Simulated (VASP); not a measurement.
# Zr2TiC3 (P-3m1) in VASP: a series of runs

Zr2TiC3 is run at these levels: PBE; tasks: single point, relaxation of cell and atoms.

Program: VASP 6.6.1. These are calculated values, not measurements. Logs are shortened: lines on timing, memory, paths and dates and some standing lists are left out, and cuts for length are marked.

## 1. The cell of the first run

It takes space group P-3m1 (No. 164, trigonal). The conventional cell has a = 3.258 Å, b = 3.258 Å, c = 7.913 Å, α = 90.00°, β = 90.00°, γ = 120.00°. Zr (site symmetry 3m) has 6 C at 2.33 Å and 3 Ti at 3.19 Å and 9 Zr at 3.26 to 3.33 Å within 3.4 Å. Within 3.0 Å of Ti (site symmetry -3m) lie 6 C at 2.24 Å. C (site symmetry 3m) has 3 Ti at 2.24 Å and 3 Zr at 2.33 Å and 3 C at 3.06 Å within 3.1 Å. Within 3.1 Å of C (site symmetry -3m) lie 6 Zr at 2.33 Å.

## 2. Single point, PBE

The input, INCAR:

```
SYSTEM = Zr2TiC3
PREC     = Accurate       ! precision mode
ENCUT    = 520            ! plane-wave cutoff, eV
EDIFF    = 1E-7           ! SCF threshold, eV
ISMEAR   = 0              ! smearing method
SIGMA    = 0.1            ! smearing width, eV
LREAL    = .FALSE.        ! projectors in reciprocal space
LASPH    = .TRUE.         ! aspherical terms in the spheres
NELM     = 80             ! most SCF steps
ALGO     = Normal         ! electronic algorithm
ISIF     = 2              ! what is computed and relaxed
LWAVE    = .FALSE.        ! write WAVECAR
LCHARG   = .FALSE.        ! write CHGCAR
GGA      = PE             ! functional
NBANDS   = 33             ! bands
```

The input, KPOINTS:

```
Automatic mesh
0
G
  6 6 2
  0 0 0
```

The input, POSCAR:

```
Zr2TiC3
1.0
    3.2577583635      0.0000000027      0.0000000000
   -1.6288791841      2.8213015008      0.0000000000
    0.0000000000      0.0000000000      7.9133169139
Zr Ti C
2 1 3
Direct
    0.3333333333      0.6666666667      0.6736299770
    0.6666666667      0.3333333333      0.3263700230
    0.0000000000      0.0000000000      0.0000000000
    0.6666666667      0.3333333333      0.8471247330
    0.3333333333      0.6666666667      0.1528752670
    0.0000000000      0.0000000000      0.5000000000
```

Potentials or basis: VASP PAW PBE potentials, release 64 (Zr_sv, Ti_sv, C).

Started as:

```console
cat potpaw_PBE.64/Zr_sv/POTCAR potpaw_PBE.64/Ti_sv/POTCAR potpaw_PBE.64/C/POTCAR > POTCAR
mpirun -np 1 vasp_std > vasp.out
```

OUTCAR:

```text
SYSTEM = Zr2TiC3
   PREC = Accurate
   ENCUT = 520
   EDIFF = 1E-7
   ISMEAR = 0
   LREAL = .FALSE.
   LASPH = .TRUE.
   NELM = 80
   ISIF = 2
   GGA = PE

 ion  position               nearest neighbor table
   1  0.333  0.667  0.674-   4 2.33   4 2.33   4 2.33   6 2.33   6 2.33   6 2.33   3 3.19   3 3.19
                             3 3.19   2 3.33   2 3.33   2 3.33
   2  0.667  0.333  0.326-   5 2.33   5 2.33   5 2.33   6 2.33   6 2.33   6 2.33   3 3.19   3 3.19
                             3 3.19   1 3.33   1 3.33   1 3.33
   3  0.000  0.000  0.000-   4 2.24   5 2.24   5 2.24   4 2.24   4 2.24   5 2.24   1 3.19   2 3.19
                             1 3.19   2 3.19   1 3.19   2 3.19
   4  0.667  0.333  0.847-   3 2.24   3 2.24   3 2.24   1 2.33   1 2.33   1 2.33
   5  0.333  0.667  0.153-   3 2.24   3 2.24   3 2.24   2 2.33   2 2.33   2 2.33
   6  0.000  0.000  0.500-   1 2.33   2 2.33   1 2.33   2 2.33   2 2.33   1 2.33

  LATTYP: Found a hexagonal cell.
 ALAT       =     3.2577583635
 C/A-ratio  =     2.4290680987

  Lattice vectors:

 A1 = (   3.2577583635,   0.0000000027,   0.0000000000)
 A2 = (  -1.6288791841,   2.8213015008,   0.0000000000)
 A3 = (   0.0000000000,   0.0000000000,   7.9133169139)

Analysis of symmetry for initial positions (statically):
=====================================================================
 Subroutine PRICEL returns:
 Original cell was already a primitive cell.

 Routine SETGRP: Setting up the symmetry group for a
 hexagonal supercell.

 Subroutine GETGRP returns: Found 12 space group operations
 (whereof 12 operations were pure point group operations)
 out of a pool of 24 trial point group operations.

The static configuration has the point symmetry D_3d.

Analysis of symmetry for dynamics (positions and initial velocities):
=====================================================================
 Subroutine PRICEL returns:
 Original cell was already a primitive cell.

 Routine SETGRP: Setting up the symmetry group for a
 hexagonal supercell.

 Subroutine GETGRP returns: Found 12 space group operations
 (whereof 12 operations were pure point group operations)
 out of a pool of 24 trial point group operations.

The dynamic configuration has the point symmetry D_3d.

 Subroutine INISYM returns: Found 12 space group operations
 (whereof 12 operations are pure point group operations),
 and found     1 'primitive' translations

----------------------------------------------------------------------------------------

                                     Primitive cell

  volume of cell :      72.7322

  direct lattice vectors                    reciprocal lattice vectors
     3.257758363  0.000000003  0.000000000     0.306959537  0.177223172  0.000000000
    -1.628879184  2.821301501  0.000000000    -0.000000000  0.354446343  0.000000000
     0.000000000  0.000000000  7.913316914     0.000000000  0.000000000  0.126369260

  length of vectors
     3.257758363  3.257758363  7.913316914     0.354446343  0.354446343  0.126369260

  position of ions in fractional coordinates (direct lattice)
     0.333333333  0.666666667  0.673629977
     0.666666667  0.333333333  0.326370023
     0.000000000  0.000000000  0.000000000
     0.666666667  0.333333333  0.847124733
     0.333333333  0.666666667  0.152875267
     0.000000000  0.000000000  0.500000000

  ion indices of the primitive-cell ions
   primitive index   ion index
                 1           1
                 2           2
                 3           3
                 4           4
                 5           5
                 6           6

----------------------------------------------------------------------------------------

 KPOINTS: Automatic mesh

Automatic generation of k-mesh.
 Grid dimensions read from file:
 generate k-points for:    6    6    2

 Generating k-lattice:

  Cartesian coordinates                     Fractional coordinates (reciprocal lattice)
     0.051159923  0.029537195  0.000000000     0.166666667  0.000000000  0.000000000
[... 55 lines left out ...]

 k-point     2 :       0.1667    0.0000    0.0000
  band No.  band energies     occupation
      1     -47.2981      2.00000
      2     -38.5085      2.00000
      3     -38.4640      2.00000
      4     -23.5596      2.00000
      5     -23.4976      2.00000
      6     -23.4578      2.00000
[... 25 lines left out ...]
     32      13.5514      0.00000
     33      13.8610      0.00000

 k-point     3 :       0.3333    0.0000    0.0000
  band No.  band energies     occupation
      1     -47.2872      2.00000
      2     -38.4575      2.00000
      3     -38.4283      2.00000
      4     -23.5993      2.00000
      5     -23.5404      2.00000
      6     -23.4812      2.00000
[... 25 lines left out ...]
     32      13.9358      0.00000
     33      14.5939      0.00000

 k-point     4 :       0.5000    0.0000    0.0000
  band No.  band energies     occupation
      1     -47.2817      2.00000
      2     -38.4294      2.00000
      3     -38.4127      2.00000
      4     -23.6493      2.00000
      5     -23.5309      2.00000
      6     -23.4928      2.00000
[... 25 lines left out ...]
     32      14.9608      0.00000
     33      15.1525      0.00000

 k-point     5 :       0.1667    0.1667    0.0000
  band No.  band energies     occupation
      1     -47.2899      2.00000
      2     -38.4706      2.00000
      3     -38.4369      2.00000
      4     -23.5642      2.00000
      5     -23.5454      2.00000
      6     -23.4852      2.00000
[... 244 lines left out ...]
 k-point    12 :       0.1667    0.1667    0.5000
  band No.  band energies     occupation
      1     -47.2899      2.00000
      2     -38.4707      2.00000
      3     -38.4368      2.00000
      4     -23.5641      2.00000
      5     -23.5454      2.00000
      6     -23.4852      2.00000
[... 25 lines left out ...]
     32      13.9892      0.00000
     33      14.1143      0.00000

 k-point    13 :       0.3333    0.1667    0.5000
  band No.  band energies     occupation
      1     -47.2817      2.00000
      2     -38.4295      2.00000
      3     -38.4127      2.00000
      4     -23.6231      2.00000
      5     -23.5311      2.00000
      6     -23.5194      2.00000
[... 25 lines left out ...]
     32      14.5774      0.00000
     33      14.8711      0.00000

 k-point    14 :       0.3333    0.3333    0.5000
  band No.  band energies     occupation
      1     -47.2789      2.00000
      2     -38.4101      2.00000
      3     -38.4101      2.00000
      4     -23.5870      2.00000
      5     -23.5870      2.00000
      6     -23.5262      2.00000
[... 25 lines left out ...]
     32      14.0371      0.00000
     33      14.5406      0.00000

------------------------ aborting loop because EDIFF is reached ----------------------------------------

  FORCE on cell =-STRESS in cart. coord.  units (eV):
  Direction    XX          YY          ZZ          XY          YZ          ZX
  --------------------------------------------------------------------------------------
  -------------------------------------------------------------------------------------
  Total       -0.0607584     -0.0607584      0.0251422      0.0000000      0.0000000     -0.0000000
  in kB       -1.3384118     -1.3384118      0.5538425      0.0000000      0.0000000     -0.0000000
  external PRESSURE =      -0.7076603 kB  Pullay stress =       0.0000000 kB

 VOLUME and BASIS-vectors are now :
 -----------------------------------------------------------------------------
  energy-cutoff  :      520.00
  volume of cell :       72.73
      direct lattice vectors                 reciprocal lattice vectors
     3.257758363  0.000000003  0.000000000     0.306959537  0.177223172  0.000000000
    -1.628879184  2.821301501  0.000000000    -0.000000000  0.354446343  0.000000000
     0.000000000  0.000000000  7.913316914     0.000000000  0.000000000  0.126369260

 POSITION                                       TOTAL-FORCE (eV/Angst)
 -----------------------------------------------------------------------------------
     -0.00000      1.88087      5.33065         0.000000     -0.000000     -0.007801
      1.62888      0.94043      2.58267        -0.000000      0.000000      0.007801
      0.00000      0.00000      0.00000         0.000000     -0.000000      0.000000
      1.62888      0.94043      6.70357         0.000000     -0.000000     -0.014191
     -0.00000      1.88087      1.20975         0.000000      0.000000      0.014191
      0.00000      0.00000      3.95666         0.000000     -0.000000      0.000000
 -----------------------------------------------------------------------------------
    total drift:                               -0.000000      0.000000      0.000000

  FREE ENERGIE OF THE ION-ELECTRON SYSTEM (eV)
  ---------------------------------------------------
  free  energy   TOTEN  =       -57.3294848072 eV

  energy  without entropy=      -57.3214237076  energy(sigma->0) =      -57.32545426
```

Run time: 28 s. Hardware: 1 thread of Intel Xeon 6975P-C (Granite Rapids), shared host; peak memory 0.19 GiB.

What came out:

```
Free energy            : -57.3295 eV
Pressure               : -0.1 GPa
Largest force          : 0.014 eV/Å
Band gap on the k mesh : zero (bands 24 and 25 overlap by 0.99 eV)
```

Forces on the atoms (eV/Å):
```
Zr   0.000  0.000 -0.008
Zr   0.000  0.000  0.008
Ti   0.000  0.000  0.000
C    0.000  0.000 -0.014
C    0.000  0.000  0.014
C    0.000  0.000  0.000
```

Caveat: the k points lie up to 0.40 Å⁻¹ apart, too coarse for converged energies and pressures of a metal.

## 3. Single point, PBE

This run uses another cell than the first one, of 14.42 Å³/atom.

The input, INCAR:

```
  ALGO = Normal
  EDIFF = 1E-6
  ENCUT = 520
  GGA = PE
  ISIF = 2
  ISMEAR = 0
  LASPH = T
  LCHARG = F
  LREAL = F
  LWAVE = F
  NBANDS = 33
  NELM = 80
  PREC = Accurate
  SIGMA = 0.1
```

The input, KPOINTS:

```
k-points
0
Gamma
  6 6 2
```

The input, POSCAR:

```
Zr2TiC3
1.0
    3.4424098100      0.0000000000      0.0000000000
   -1.7212049100      2.9812143500      0.0000000000
    0.0000000000      0.0000000000      8.4321475300
Zr Ti C
2 1 3
Direct
    0.3333333300      0.6666666700      0.6666666700
    0.6666666700      0.3333333300      0.3333333300
    0.0000000000      0.0000000000      0.0000000000
    0.6666666700      0.3333333300      0.8333333300
    0.3333333300      0.6666666700      0.1666666700
    0.0000000000      0.0000000000      0.5000000000
```

Potentials or basis: VASP PAW PBE potentials, release 64 (Zr_sv, Ti_sv, C).

Started as:

```console
cat potpaw_PBE.64/Zr_sv/POTCAR potpaw_PBE.64/Ti_sv/POTCAR potpaw_PBE.64/C/POTCAR > POTCAR
mpirun -np 1 vasp_std > vasp.out
```

Run time: 40 s. Hardware: 1 thread of Intel Xeon 6975P-C (Granite Rapids), shared host; peak memory 0.22 GiB.

It converged, with:

| Quantity | Value |
| --- | --- |
| Free energy | -55.8606 eV |
| Pressure | -26.6 GPa |
| Largest force | 0.720 eV/Å |
| Band gap on the k mesh | zero (bands 24 and 25 overlap by 0.82 eV) |

Forces in eV/Å, atoms in the order of the input:
```
Zr   0.000  0.000  0.609
Zr   0.000  0.000 -0.609
Ti   0.000  0.000  0.000
C    0.000  0.000  0.720
C    0.000  0.000 -0.720
C    0.000  0.000  0.000
```

Stress tensor (GPa, compression positive):
```
-26.02   0.00   0.00
  0.00 -26.02   0.00
  0.00   0.00 -27.85
```

Levels at points of the mesh, in eV from the Fermi level:
| k point | band 20 | band 21 | band 22 | band 23 | band 24 | band 25 | band 26 | band 27 | band 28 | band 29 |
| --- | --- | --- | --- | --- | --- | --- | --- | --- | --- | --- |
| (0.00, 0.00, 0.00) | -1.70 | -1.70 | 0.81 | 0.81 | 0.82 | 1.07 | 1.10 | 1.10 | 1.72 | 1.72 |
| (0.50, 0.00, 0.00) | -2.09 | -2.05 | -1.72 | -1.11 | -0.02 | 0.00 | 1.64 | 1.98 | 2.41 | 2.71 |
| (0.00, 0.00, 0.50) | -1.09 | -0.59 | -0.59 | -0.58 | -0.58 | 1.03 | 1.03 | 1.48 | 1.81 | 1.81 |
| (0.50, 0.00, 0.50) | -2.30 | -2.10 | -1.60 | -0.89 | -0.80 | 0.53 | 0.83 | 1.99 | 2.32 | 3.29 |

Caveat: the k points lie up to 0.37 Å⁻¹ apart, too coarse for converged energies and pressures of a metal.

## 4. Relaxation of cell and atoms, PBE

This run uses another cell than the first one, of 14.42 Å³/atom.

The input, INCAR:

```
ALGO = Normal
EDIFF = 1E-6
EDIFFG = -0.04
ENCUT = 600
GGA = PE
IBRION = 2
ISIF = 3
ISMEAR = 0
LASPH = True
LCHARG = False
LREAL = False
LWAVE = False
NELM = 100
NSW = 90
PREC = Accurate
SIGMA = 0.1
```

KPOINTS is that of step 3.

POSCAR is that of step 3.

Started as:

```console
cat potpaw_PBE.64/Zr_sv/POTCAR potpaw_PBE.64/Ti_sv/POTCAR potpaw_PBE.64/C/POTCAR > POTCAR
mpirun -np 1 vasp_std > vasp.out
```

It took 4.3 min on 1 thread of Intel Xeon 6975P-C (Granite Rapids), shared host; peak memory 0.26 GiB.

Results (log left out):

| Property | Result |
| --- | --- |
| Free energy | -57.3449 eV |
| Relaxed volume | 12.11 Å³/atom |
| Relaxed cell | a = 3.256 Å, b = 3.256 Å, c = 7.914 Å, α = 90.00°, β = 90.00°, γ = 120.00° |
| Space group after relaxing (to 0.1 Å) | P-3m1 (No. 164) |
| Energy gained by relaxing | 247.2 meV/atom |
| Ionic steps | 10 |
| Pressure after relaxing | 0.1 GPa |
| Largest force after relaxing | 0.035 eV/Å |
| Band gap on the k mesh | zero (bands 24 and 25 overlap by 0.99 eV) |

Forces on the atoms (eV/Å):
```
Zr   0.000  0.000  0.035
Zr   0.000  0.000 -0.035
Ti   0.000  0.000  0.000
C    0.000  0.000 -0.017
C    0.000  0.000  0.017
C    0.000  0.000  0.000
```

The path:
```
step  energy change (eV)  largest force (eV/Å)  pressure (GPa)  volume (Å³)
   1              0.0000                0.7197          -26.65        86.54
   2              0.9566                2.0877           67.33        59.83
   3             -1.3241                1.2741           -1.00        73.50
   4             -1.3273                1.2970            0.43        73.02
   5             -1.3273                1.3096            1.23        72.76
   6             -1.4606                0.5625            1.35        72.39
   7             -1.4790                0.2177            1.61        72.18
   8             -1.4773                0.1040           -2.33        73.43
   9             -1.4833                0.0725           -0.23        72.75
  10             -1.4835                0.0351            0.12        72.64
```

Final structure:
```
Zr Ti C
1.0
     3.25561    0.00000    0.00000
    -1.62781    2.81944    0.00000
     0.00000    0.00000    7.91360
Zr Ti C
2 1 3
Direct
  0.33333 0.66667 0.67344
  0.66667 0.33333 0.32656
  0.00000 0.00000 0.00000
  0.66667 0.33333 0.84709
  0.33333 0.66667 0.15291
  0.00000 0.00000 0.50000
```

Levels at points of the mesh, in eV from the Fermi level:
| k point | band 21 | band 22 | band 23 | band 24 | band 25 | band 26 | band 27 | band 28 |
| --- | --- | --- | --- | --- | --- | --- | --- | --- |
| (0.00, 0.00, 0.00) | -2.30 | 0.85 | 0.85 | 0.97 | 1.14 | 1.14 | 1.22 | 2.16 |
| (0.50, 0.00, 0.00) | -2.30 | -2.29 | -1.68 | -0.03 | 0.08 | 2.23 | 2.56 | 2.86 |
| (0.00, 0.00, 0.50) | -0.94 | -0.94 | -0.75 | -0.75 | 1.18 | 1.18 | 2.00 | 2.08 |
| (0.50, 0.00, 0.50) | -2.47 | -1.94 | -1.19 | -0.95 | 0.65 | 0.88 | 2.59 | 2.93 |

Caveat: the k points lie up to 0.40 Å⁻¹ apart in the final cell, too coarse for converged energies and pressures of a metal; the volume moved by over 15 % at a fixed basis, so the end points are rough.

## 5. Single point, PBE, collinear spin

The input, INCAR:

```
PREC = Accurate
ENCUT = 520
EDIFF = 1E-6
ISMEAR = 0
SIGMA = 0.1
LREAL = F
LASPH = T
NELM = 150
ALGO = Normal
ISIF = 2
LWAVE = F
LCHARG = T
ISPIN = 2
MAGMOM = 1 1 1 0 0 0
LORBIT = 11
LMAXMIX = 4
GGA = PE
LELF = T
LVHAR = T
NBANDS = 37
```

The input, KPOINTS:

```
Automatic mesh
0
Gamma
  6 6 2
```

The input, POSCAR:

```
Zr2TiC3
1.0
    3.2577583635      0.0000000000      0.0000000000
   -1.6288791818      2.8213015022      0.0000000000
    0.0000000000      0.0000000000      7.9133169139
Zr Ti C
2 1 3
Direct
    0.3333333333      0.6666666667      0.6736299770
    0.6666666667      0.3333333333      0.3263700230
    0.0000000000      0.0000000000      0.0000000000
    0.6666666667      0.3333333333      0.8471247330
    0.3333333333      0.6666666667      0.1528752670
    0.0000000000      0.0000000000      0.5000000000
```

Started as:

```console
cat potpaw_PBE.64/Zr_sv/POTCAR potpaw_PBE.64/Ti_sv/POTCAR potpaw_PBE.64/C/POTCAR > POTCAR
mpirun -np 1 vasp_std > vasp.out
```

It took 41 s on 1 thread of Intel Xeon 6975P-C (Granite Rapids), shared host; peak memory 0.23 GiB.

The run converged. Its results:

```yaml
Free_energy: -57.3295 eV
Pressure: -0.1 GPa
Largest_force: 0.014 eV/Å
Band_gap_on_the_k_mesh: zero (filled and empty bands overlap)
Net_moment: 0.00 μB per cell
Valence_electrons_inside_the_program's_atomic_spheres: Zr 9.89; Ti 10.24; C 2.36, 2.38 (each value once)
```

Forces in eV/Å, atoms in the order of the input:
```
Zr   0.000  0.000 -0.008
Zr   0.000  0.000  0.008
Ti   0.000  0.000  0.000
C    0.000  0.000 -0.014
C    0.000  0.000  0.014
C    0.000  0.000  0.000
```

Stress tensor (GPa, compression positive):
```
-0.13  0.00  0.00
 0.00 -0.13  0.00
 0.00  0.00  0.05
```

Levels at points of the mesh, in eV from the Fermi level:
Spin up:
```
           k point  band 21  band 22  band 23  band 24  band 25  band 26  band 27  band 28
(0.00, 0.00, 0.00)    -2.29     0.84     0.84     0.98     1.13     1.13     1.22     2.16
(0.50, 0.00, 0.00)    -2.30    -2.28    -1.67    -0.03     0.08     2.23     2.55     2.85
(0.00, 0.00, 0.50)    -0.94    -0.94    -0.76    -0.76     1.18     1.18     1.99     2.07
(0.50, 0.00, 0.50)    -2.47    -1.94    -1.19    -0.95     0.65     0.89     2.58     2.92
```
Spin down:
| k point | band 22 | band 23 | band 24 | band 25 | band 26 | band 27 |
| --- | --- | --- | --- | --- | --- | --- |
| (0.00, 0.00, 0.00) | 0.84 | 0.84 | 0.98 | 1.13 | 1.13 | 1.22 |
| (0.50, 0.00, 0.00) | -2.28 | -1.67 | -0.03 | 0.08 | 2.23 | 2.55 |
| (0.00, 0.00, 0.50) | -0.94 | -0.76 | -0.76 | 1.18 | 1.18 | 1.99 |
| (0.50, 0.00, 0.50) | -1.94 | -1.19 | -0.95 | 0.65 | 0.89 | 2.58 |

Caveat: the k points lie up to 0.40 Å⁻¹ apart, too coarse for converged energies and pressures of a metal.

## 6. The runs side by side

| task | spin | cell | cutoff (eV) | gap on the mesh (eV) | pressure (GPa) | largest force (eV/Å) |
| --- | --- | --- | --- | --- | --- | --- |
| single point | off | a = 3.258, b = 3.258, c = 7.913 Å, angles 90.0, 90.0, 120.0°, 6 atoms, atomic positions A | 520 | none | -0.1 | 0.01 |
| single point | off | a = 3.442, b = 3.442, c = 8.432 Å, angles 90.0, 90.0, 120.0°, 6 atoms, atomic positions B | 520 | none | -26.6 | 0.72 |
| relaxation of cell and atoms | off | relaxed from a = 3.442, b = 3.442, c = 8.432 Å, angles 90.0, 90.0, 120.0°, 6 atoms, atomic positions B | 600 | none | 0.1 | 0.04 |
| single point | collinear | a = 3.258, b = 3.258, c = 7.913 Å, angles 90.0, 90.0, 120.0°, 6 atoms, atomic positions A | 520 | none | -0.1 | 0.01 |

Alike in all rows: level PBE; potentials or basis VASP PAW PBE potentials, release 64 (Zr_sv, Ti_sv, C); k mesh 6 × 6 × 2; smearing gaussian 0.1 eV.

Caveats: all runs use coarse meshes; the volume moved by over 15 % at a fixed basis, so the end points are rough (at least some runs).

Total energies depend on the potentials used, so only differences within one code and one set of settings carry meaning.
